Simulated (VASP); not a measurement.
# CsAs3 (P6_3/mmc) in VASP: further runs

The runs below take CsAs3 through single point, relaxation of cell and atoms, with PBE.

All numbers are computed with VASP 6.6.1; they aren't measurements. Logs are shortened: lines on timing, memory, paths and dates and some standing lists are left out, and cuts for length are marked.

### 1 The cell of the first run

The structure is hexagonal, space group P6_3/mmc (No. 194). Conventional cell: a = 6.747 Å, b = 6.747 Å, c = 5.490 Å, α = 90.00°, β = 90.00°, γ = 120.00°. Within 4.4 Å of Cs (site symmetry -6m2) lie 12 As at 3.36 to 3.37 Å. As (site symmetry mm2) has 8 As at 3.36 to 3.39 Å and 4 Cs at 3.36 to 3.37 Å within 4.4 Å.

The cell was generated, and may not be a known phase.

### 2 Single point, PBE

The input, INCAR:

```
PREC = Accurate
ENCUT = 520
EDIFF = 1E-6
ISMEAR = 0
SIGMA = 0.1
LREAL = False
LASPH = True
NELM = 80
ALGO = Normal
ISIF = 2
LWAVE = False
LCHARG = False
GGA = PE
NBANDS = 34
```

The input, KPOINTS:

```
Automatic mesh
0
Gamma
  3 3 4
```

The input, POSCAR:

```
CsAs3
1.0
    6.7473582900      0.0000000000      0.0000000000
   -3.3736791400      5.8433836800      0.0000000000
    0.0000000000      0.0000000000      5.4900586100
Cs As
2 6
Direct
    0.6666666700      0.3333333300      0.2500000000
    0.3333333300      0.6666666700      0.7500000000
    0.3349376000      0.1674688000      0.7500000000
    0.8325312000      0.1674688000      0.7500000000
    0.8325312000      0.6650624000      0.7500000000
    0.6650624000      0.8325312000      0.2500000000
    0.1674688000      0.8325312000      0.2500000000
    0.1674688000      0.3349376000      0.2500000000
```

Potentials or basis: VASP PAW PBE potentials, release 64 (Cs_sv, As).

Run with:

```console
$ cat potpaw_PBE.64/Cs_sv/POTCAR potpaw_PBE.64/As/POTCAR > POTCAR
$ mpirun -np 1 vasp_std > vasp.out
```

OUTCAR:

```text
PREC = Accurate
   ENCUT = 520
   EDIFF = 1E-6
   ISMEAR = 0
   LREAL = False
   LASPH = True
   NELM = 80
   ISIF = 2
   GGA = PE

 ion  position               nearest neighbor table
   1  0.667  0.333  0.250-
   2  0.333  0.667  0.750-
   3  0.335  0.167  0.750-
   4  0.833  0.167  0.750-
   5  0.833  0.665  0.750-
   6  0.665  0.833  0.250-
   7  0.167  0.833  0.250-
   8  0.167  0.335  0.250-

  LATTYP: Found a hexagonal cell.
 ALAT       =     6.7473582900
 C/A-ratio  =     0.8136604541

  Lattice vectors:

 A1 = (   6.7473582900,   0.0000000000,   0.0000000000)
 A2 = (  -3.3736791400,   5.8433836800,   0.0000000000)
 A3 = (   0.0000000000,   0.0000000000,   5.4900586100)

Analysis of symmetry for initial positions (statically):
=====================================================================
 Subroutine PRICEL returns:
 Original cell was already a primitive cell.

 Routine SETGRP: Setting up the symmetry group for a
 hexagonal supercell.

 Subroutine GETGRP returns: Found 24 space group operations
 (whereof 12 operations were pure point group operations)
 out of a pool of 24 trial point group operations.

The static configuration has the point symmetry D_3d.
 The point group associated with its full space group is D_6h.

Analysis of symmetry for dynamics (positions and initial velocities):
=====================================================================
 Subroutine PRICEL returns:
 Original cell was already a primitive cell.

 Routine SETGRP: Setting up the symmetry group for a
 hexagonal supercell.

 Subroutine GETGRP returns: Found 24 space group operations
 (whereof 12 operations were pure point group operations)
 out of a pool of 24 trial point group operations.

The dynamic configuration has the point symmetry D_3d.
 The point group associated with its full space group is D_6h.

 Subroutine INISYM returns: Found 24 space group operations
 (whereof 12 operations are pure point group operations),
 and found     1 'primitive' translations

----------------------------------------------------------------------------------------

                                     Primitive cell

  volume of cell :     216.4588

  direct lattice vectors                    reciprocal lattice vectors
     6.747358290  0.000000000  0.000000000     0.148206151  0.085566861  0.000000000
    -3.373679140  5.843383680  0.000000000     0.000000000  0.171133722  0.000000000
     0.000000000  0.000000000  5.490058610     0.000000000  0.000000000  0.182147418

  length of vectors
     6.747358290  6.747358281  5.490058610     0.171133722  0.171133722  0.182147418

  position of ions in fractional coordinates (direct lattice)
     0.666666670  0.333333330  0.250000000
     0.333333330  0.666666670  0.750000000
     0.334937600  0.167468800  0.750000000
     0.832531200  0.167468800  0.750000000
     0.832531200  0.665062400  0.750000000
     0.665062400  0.832531200  0.250000000
     0.167468800  0.832531200  0.250000000
     0.167468800  0.334937600  0.250000000

  ion indices of the primitive-cell ions
   primitive index   ion index
                 1           1
                 2           2
                 3           3
                 4           4
                 5           5
                 6           6
                 7           7
                 8           8

----------------------------------------------------------------------------------------

 KPOINTS: Automatic mesh

Automatic generation of k-mesh.
 Grid dimensions read from file:
 generate k-points for:    3    3    4

 Generating k-lattice:

  Cartesian coordinates                     Fractional coordinates (reciprocal lattice)
     0.049402050  0.028522287  0.000000000     0.333333333  0.000000000  0.000000000
     0.000000000  0.057044574  0.000000000     0.000000000  0.333333333  0.000000000
     0.000000000  0.000000000  0.045536854     0.000000000  0.000000000  0.250000000

  Length of vectors
     0.057044574  0.057044574  0.045536854

  Shift w.r.t. Gamma in fractional coordinates (k-lattice)
[... 47 lines left out ...]
  ext. energy  EPLUGINS =         0.00000000
  ---------------------------------------------------
  free energy    TOTEN  =       -24.58202908 eV

  energy without entropy =      -24.55219574  energy(sigma->0) =      -24.56711241

 E-fermi :   3.4887     XC(G=0):  -9.6234

 val. band max:        3.2370380095   @ k =   0.3333   0.3333   0.5000
 cond. band min:       3.5013020605   @ k =   0.3333  -0.0000   0.2500
 fundamental gap:      0.2642640510
 Fermi energy:         3.4886716831

 k-point     1 :       0.0000    0.0000    0.0000
  band No.  band energies     occupation
      1     -17.4016      2.00000
      2     -17.3084      2.00000
      3      -8.1791      2.00000
      4      -6.7579      2.00000
      5      -6.7579      2.00000
      6      -6.6217      2.00000
[... 26 lines left out ...]
     33       7.7172      0.00000
     34       7.7174      0.00000

 k-point     2 :       0.3333   -0.0000    0.0000
  band No.  band energies     occupation
      1     -17.3799      2.00000
      2     -17.3262      2.00000
      3      -8.1968      2.00000
      4      -7.3441      2.00000
      5      -7.1228      2.00000
      6      -6.4863      2.00000
[... 26 lines left out ...]
     33       8.3147      0.00000
     34       8.7374      0.00000

 k-point     3 :       0.3333    0.3333    0.0000
  band No.  band energies     occupation
      1     -17.3520      2.00000
      2     -17.3520      2.00000
      3      -8.1714      2.00000
      4      -7.4538      2.00000
      5      -7.4538      2.00000
      6      -5.8945      2.00000
[... 26 lines left out ...]
     33       7.5764      0.00000
     34      10.0992      0.00000
[... 149 lines left out ...]
 k-point     8 :       0.3333   -0.0000    0.5000
  band No.  band energies     occupation
      1     -17.3419      2.00000
      2     -17.3419      2.00000
      3      -7.8009      2.00000
      4      -7.8009      2.00000
      5      -6.7210      2.00000
      6      -6.7210      2.00000
[... 26 lines left out ...]
     33       8.8957      0.00000
     34       8.8957      0.00000

 k-point     9 :       0.3333    0.3333    0.5000
  band No.  band energies     occupation
      1     -17.3408      2.00000
      2     -17.3408      2.00000
      3      -7.6367      2.00000
      4      -7.6367      2.00000
      5      -7.2492      2.00000
      6      -7.2492      2.00000
[... 26 lines left out ...]
     33      10.0561      0.00000
     34      10.0607      0.00000

------------------------ aborting loop because EDIFF is reached ----------------------------------------

  FORCE on cell =-STRESS in cart. coord.  units (eV):
  Direction    XX          YY          ZZ          XY          YZ          ZX
  --------------------------------------------------------------------------------------
  -------------------------------------------------------------------------------------
  Total       -0.2885548     -0.2885548     -0.8260855     -0.0000000      0.0000000     -0.0000000
  in kB       -2.1358152     -2.1358152     -6.1144924     -0.0000000      0.0000000     -0.0000000
  external PRESSURE =      -3.4620409 kB  Pullay stress =       0.0000000 kB

 VOLUME and BASIS-vectors are now :
 -----------------------------------------------------------------------------
  energy-cutoff  :      520.00
  volume of cell :      216.46
      direct lattice vectors                 reciprocal lattice vectors
     6.747358290  0.000000000  0.000000000     0.148206151  0.085566861  0.000000000
    -3.373679140  5.843383680  0.000000000     0.000000000  0.171133722  0.000000000
     0.000000000  0.000000000  5.490058610     0.000000000  0.000000000  0.182147418

 POSITION                                       TOTAL-FORCE (eV/Angst)
 -----------------------------------------------------------------------------------
      3.37368      1.94779      1.37251         0.000000      0.000000      0.000000
     -0.00000      3.89559      4.11754         0.000000      0.000000      0.000000
      1.69496      0.97858      4.11754        -0.609895     -0.352123      0.000000
      5.05240      0.97858      4.11754         0.609895     -0.352123      0.000000
      3.37368      3.88621      4.11754         0.000000      0.704246      0.000000
      1.67872      4.86480      1.37251         0.609895      0.352123     -0.000000
     -1.67872      4.86480      1.37251        -0.609895      0.352123      0.000000
      0.00000      1.95717      1.37251        -0.000000     -0.704246      0.000000
 -----------------------------------------------------------------------------------
    total drift:                               -0.000014      0.000008      0.000000

  FREE ENERGIE OF THE ION-ELECTRON SYSTEM (eV)
  ---------------------------------------------------
  free  energy   TOTEN  =       -24.5820290847 eV

  energy  without entropy=      -24.5521957357  energy(sigma->0) =      -24.56711241
```

It took 38 s on 1 thread of Intel Xeon 6975P-C (Granite Rapids), shared host; peak memory 0.33 GiB.

What came out:

```
Free energy            : -24.5820 eV
Pressure               : -0.3 GPa
Largest force          : 0.704 eV/Å
Band gap on the k mesh : zero (bands 24 and 25 overlap by 1.37 eV)
```

Forces on the atoms (eV/Å):
```
Cs   0.000  0.000  0.000
Cs   0.000  0.000  0.000
As  -0.610 -0.352  0.000
As   0.610 -0.352  0.000
As   0.000  0.704  0.000
As   0.610  0.352  0.000
As  -0.610  0.352  0.000
As   0.000 -0.704  0.000
```

Stress tensor (GPa, compression positive):
```
-0.21  0.00  0.00
 0.00 -0.21  0.00
 0.00  0.00 -0.61
```

Caveat: spin-orbit coupling is left out, which moves the levels of the heavy elements.

### 3 Single point, PBE

This run uses another cell than the first one, of 32.28 Å³/atom.

The input, INCAR:

```
PREC = Accurate
ENCUT = 520
EDIFF = 1E-6
ISMEAR = 0
SIGMA = 0.1
LREAL = F
LASPH = T
NELM = 100
ALGO = Normal
ISIF = 2
LWAVE = F
LCHARG = F
GGA = PE
NBANDS = 34
```

KPOINTS is that of step 2.

The input, POSCAR:

```
CsAs3
1.0
    7.5823886098     -0.0000000032      0.0000000000
   -3.7911943021      6.5665411591      0.0000000000
    0.0000000000      0.0000000000      5.1868107553
Cs As
2 6
Direct
    0.6666666667      0.3333333333      0.2500000000
    0.3333333333      0.6666666667      0.7500000000
    0.2267703885      0.1133851942      0.7500000000
    0.8866148058      0.1133851942      0.7500000000
    0.8866148058      0.7732296115      0.7500000000
    0.7732296115      0.8866148058      0.2500000000
    0.1133851942      0.8866148058      0.2500000000
    0.1133851942      0.2267703885      0.2500000000
```

Potentials or basis: VASP PAW PBE potentials, release 64 (Cs_sv, As).

Run with:

```console
$ cat potpaw_PBE.64/Cs_sv/POTCAR potpaw_PBE.64/As/POTCAR > POTCAR
$ mpirun -np 1 vasp_std > vasp.out
```

Wall time 58 s (1 thread of Intel Xeon 6975P-C (Granite Rapids), shared host); peak memory 0.36 GiB.

The run converged. Its results:

- Free energy: -30.0840 eV
- Pressure: 0.3 GPa
- Largest force: 0.026 eV/Å
- Band gap on the k mesh: zero (bands 24 and 25 overlap by 0.99 eV)

Forces on the atoms (eV/Å):
```
Cs   0.000  0.000  0.000
Cs   0.000  0.000  0.000
As   0.022  0.013  0.000
As  -0.022  0.013  0.000
As   0.000 -0.026  0.000
As  -0.022 -0.013  0.000
As   0.022 -0.013  0.000
As   0.000  0.026  0.000
```

Levels at points of the mesh, in eV from the Fermi level:
| k point | band 21 | band 22 | band 23 | band 24 | band 25 | band 26 | band 27 | band 28 |
| --- | --- | --- | --- | --- | --- | --- | --- | --- |
| (0.00, 0.00, 0.00) | -3.30 | -2.07 | -2.07 | -0.37 | 0.59 | 0.59 | 1.21 | 1.21 |
| (0.00, 0.00, 0.50) | -2.00 | -2.00 | 0.82 | 0.82 | 0.86 | 0.86 | 0.86 | 0.86 |

Caveat: spin-orbit coupling is left out, which moves the levels of the heavy elements.

### 4 Relaxation of cell and atoms, PBE

The input, INCAR:

```
PREC     = Accurate       # precision mode
ENCUT    = 600            # plane-wave cutoff, eV
EDIFF    = 1E-6           # SCF threshold, eV
ISMEAR   = 0              # smearing method
SIGMA    = 0.1            # smearing width, eV
LREAL    = F              # projectors in reciprocal space
LASPH    = T              # aspherical terms in the spheres
NELM     = 60             # most SCF steps
ALGO     = Normal         # electronic algorithm
ISIF     = 3              # what is computed and relaxed
LWAVE    = F              # write WAVECAR
LCHARG   = F              # write CHGCAR
GGA      = PE             # functional
IBRION   = 2              # ionic algorithm
NSW      = 90             # ionic steps
EDIFFG   = -0.04          # ionic threshold
```

KPOINTS is that of step 3.

The input, POSCAR:

```
CsAs3
1.0
    6.7473582900      0.0000000000      0.0000000000
   -3.3736791400      5.8433836800      0.0000000000
    0.0000000000      0.0000000000      5.4900586100
Cs As
2 6
Direct
    0.6666666700      0.3333333300      0.2500000000
    0.3333333300      0.6666666700      0.7500000000
    0.3349376000      0.1674688000      0.7500000000
    0.8325312000      0.1674688000      0.7500000000
    0.8325312000      0.6650624000      0.7500000000
    0.6650624000      0.8325312000      0.2500000000
    0.1674688000      0.8325312000      0.2500000000
    0.1674688000      0.3349376000      0.2500000000
```

Run with:

```console
$ cat potpaw_PBE.64/Cs_sv/POTCAR potpaw_PBE.64/As/POTCAR > POTCAR
$ mpirun -np 1 vasp_std > vasp.out
```

It took 16 min on 1 thread of Intel Xeon 6975P-C (Granite Rapids), shared host; peak memory 0.44 GiB.

Results (log left out):

```yaml
Free_energy: -30.0871 eV
Relaxed_volume: 32.94 Å³/atom
Relaxed_cell: a = 7.653 Å, b = 7.653 Å, c = 5.195 Å, α = 90.00°, β = 90.00°, γ = 120.00°
Space_group_after_relaxing_to_0.1_Å: P6_3/mmc (No. 194)
Pressure_after_relaxing: 0.0 GPa
Largest_force_after_relaxing: 0.015 eV/Å
Band_gap_on_the_k_mesh: zero (bands 24 and 25 overlap by 0.99 eV)
```

Forces in eV/Å, atoms in the order of the input:
```
Cs   0.000  0.000  0.000
Cs   0.000  0.000  0.000
As  -0.013 -0.007  0.000
As   0.013 -0.007  0.000
As   0.000  0.015  0.000
As   0.013  0.007  0.000
As  -0.013  0.007  0.000
As   0.000 -0.015  0.000
```

Stress tensor (GPa, compression positive):
```
-0.01  0.00  0.00
 0.00 -0.01  0.00
 0.00  0.00  0.14
```

Final structure:
```
Cs As
1.0
     7.65348    0.00000    0.00000
    -3.82674    6.62811    0.00000
     0.00000    0.00000    5.19507
Cs As
2 6
Direct
  0.66667 0.33333 0.25000
  0.33333 0.66667 0.75000
  0.22500 0.11250 0.75000
  0.88750 0.11250 0.75000
  0.88750 0.77500 0.75000
  0.77500 0.88750 0.25000
  0.11250 0.88750 0.25000
  0.11250 0.22500 0.25000
```

Levels at points of the mesh, in eV from the Fermi level:
```csv
k point,band 21,band 22,band 23,band 24,band 25,band 26,band 27,band 28
"(0.00, 0.00, 0.00)",-3.25,-2.04,-2.04,-0.36,0.63,0.63,1.17,1.17
"(0.00, 0.00, 0.50)",-1.97,-1.97,0.82,0.82,0.86,0.86,0.86,0.86
```

Caveat: the volume moved by over 15 % at a fixed basis, so the end points are rough; spin-orbit coupling is left out, which moves the levels of the heavy elements.

### 5 Single point, PBE

This run uses another cell than the first one, of 32.89 Å³/atom.

The input, INCAR:

```
ALGO     = Normal         # electronic algorithm
EDIFF    = 1E-6           # SCF threshold, eV
ENCUT    = 520            # plane-wave cutoff, eV
GGA      = PE             # functional
ISIF     = 2              # what is computed and relaxed
ISMEAR   = 0              # smearing method
LASPH    = True           # aspherical terms in the spheres
LCHARG   = True           # write CHGCAR
LELF     = True           # ELF
LREAL    = False          # projectors in reciprocal space
LVHAR    = True         
LWAVE    = False          # write WAVECAR
NBANDS   = 34             # bands
NELM     = 80             # most SCF steps
PREC     = Accurate       # precision mode
SIGMA    = 0.1            # smearing width, eV
```

The input, KPOINTS:

```
k-points
0
Gamma
  6 6 8
```

The input, POSCAR:

```
CsAs3
1.0
    7.4199432781      0.0000000000      0.0000000000
   -3.7099716391      6.4258593735      0.0000000000
    0.0000000000      0.0000000000      5.5177963933
Cs As
2 6
Direct
    0.6666666667      0.3333333333      0.2500000000
    0.3333333333      0.6666666667      0.7500000000
    0.2263134724      0.1131567362      0.7500000000
    0.8868432638      0.1131567362      0.7500000000
    0.8868432638      0.7736865276      0.7500000000
    0.7736865276      0.8868432638      0.2500000000
    0.1131567362      0.8868432638      0.2500000000
    0.1131567362      0.2263134724      0.2500000000
```

Run with:

```console
$ cat potpaw_PBE.64/Cs_sv/POTCAR potpaw_PBE.64/As/POTCAR > POTCAR
$ mpirun -np 1 vasp_std > vasp.out
```

It took 3.2 min on 1 thread of Intel Xeon 6975P-C (Granite Rapids), shared host; peak memory 0.5 GiB.

Results (log left out):

```yaml
Free_energy: -29.9788 eV
Pressure: 0.2 GPa
Largest_force: 0.051 eV/Å
Band_gap_on_the_k_mesh: zero (bands 24 and 25 overlap by 0.76 eV)
```

Forces on the atoms (eV/Å):
```
Cs   0.000  0.000  0.000
Cs   0.000  0.000  0.000
As   0.044  0.025  0.000
As  -0.044  0.025  0.000
As   0.000 -0.051  0.000
As  -0.044 -0.025  0.000
As   0.044 -0.025  0.000
As   0.000  0.051  0.000
```

Stress tensor (GPa, compression positive):
```
0.19 0.00 0.00
0.00 0.19 0.00
0.00 0.00 0.10
```

Levels at points of the mesh, in eV from the Fermi level:
| k point | band 20 | band 21 | band 22 | band 23 | band 24 | band 25 | band 26 | band 27 | band 28 | band 29 |
| --- | --- | --- | --- | --- | --- | --- | --- | --- | --- | --- |
| (0.00, 0.00, 0.00) | -3.01 | -3.01 | -2.25 | -2.25 | 0.16 | 0.60 | 0.60 | 1.58 | 1.58 | 2.36 |
| (0.50, 0.00, 0.00) | -3.07 | -2.96 | -2.50 | -2.21 | -0.55 | -0.15 | 0.76 | 1.05 | 1.16 | 1.48 |
| (0.00, 0.00, 0.50) | -3.64 | -2.62 | -2.62 | 0.50 | 0.50 | 0.50 | 0.50 | 1.14 | 1.14 | 1.96 |
| (0.50, 0.00, 0.50) | -3.67 | -2.57 | -2.57 | 0.19 | 0.19 | 0.20 | 0.20 | 0.64 | 0.64 | 0.86 |

Caveat: spin-orbit coupling is left out, which moves the levels of the heavy elements.

### 6 Overview

```tsv
task	cell	k mesh	cutoff (eV)	gap on the mesh (eV)	pressure (GPa)	largest force (eV/Å)
single point	a = 6.747, b = 6.747, c = 5.490 Å, angles 90.0, 90.0, 120.0°, 8 atoms, atomic positions A	3 × 3 × 4	520	none	-0.3	0.70
single point	a = 7.582, b = 7.582, c = 5.187 Å, angles 90.0, 90.0, 120.0°, 8 atoms, atomic positions B	3 × 3 × 4	520	none	0.3	0.03
relaxation of cell and atoms	relaxed from a = 6.747, b = 6.747, c = 5.490 Å, angles 90.0, 90.0, 120.0°, 8 atoms, atomic positions A	3 × 3 × 4	600	none	0.0	0.01
single point	a = 7.420, b = 7.420, c = 5.518 Å, angles 90.0, 90.0, 120.0°, 8 atoms, atomic positions C	6 × 6 × 8	520	none	0.2	0.05
```

Alike in all rows: level PBE; potentials or basis VASP PAW PBE potentials, release 64 (Cs_sv, As); no spin polarisation; smearing gaussian 0.1 eV.

Caveats: spin-orbit coupling is left out, which moves the levels of the heavy elements; the volume moved by over 15 % at a fixed basis, so the end points are rough (at least some runs).

Total energies depend on the potentials used, so only differences within one code and one set of settings carry meaning.

The gap in the log of VASP goes by the Fermi energy; the results here count the filled bands.